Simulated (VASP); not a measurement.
Wanted: the native input for a VASP 6.6.1 run.

* Task: single point
* Functional: PBE
* Potentials or basis: VASP PAW PBE potentials, release 64 (Sb)
* Cutoff: 520 eV
* k mesh: 16 × 16 × 9
* Occupations: fermi-dirac, width 0.1 eV
* Spin: no spin polarisation
* Dipole correction: no
* Further INCAR settings: ALGO = Normal; EDIFF = 1e-07; NBANDS = 12

The structure of Sb lies in POSCAR:

```
Sb
1.0
    2.6894179798      0.0000000000      0.0000000000
   -1.3447089899      2.3291042919      0.0000000000
    0.0000000000      0.0000000000      4.2797153065
Sb
2
Direct
    0.3333333333      0.6666666667      0.2500000000
    0.6666666667      0.3333333333      0.7500000000
```

The input as run:

INCAR

```
  PREC = Accurate
  ENCUT = 520
  EDIFF = 1E-7
  ISMEAR = -1
  SIGMA = 0.1
  LREAL = F
  LASPH = T
  NELM = 60
  ALGO = Normal
  ISIF = 2
  LWAVE = F
  LCHARG = F
  GGA = PE
  NBANDS = 12
```

KPOINTS

```
Automatic mesh
0
Gamma
  16 16 9
```

Potentials or basis: VASP PAW PBE potentials, release 64 (Sb).

Launch:

```console
$ cat potpaw_PBE.64/Sb/POTCAR > POTCAR
$ mpirun -np 1 vasp_std > vasp.out
```

Results of the run:

```yaml
Pressure: 226.3 GPa
Band_gap_on_the_k_mesh: zero (band 5 reaches 29.57 eV, above the bottom of band 6 at 15.09 eV)
```

Caveat: spin-orbit coupling is left out, which moves the levels of the heavy elements.

Run time: 58 s on 1 thread of Intel Xeon 8259CL, with other jobs on the host, peak memory 0.17 GiB.
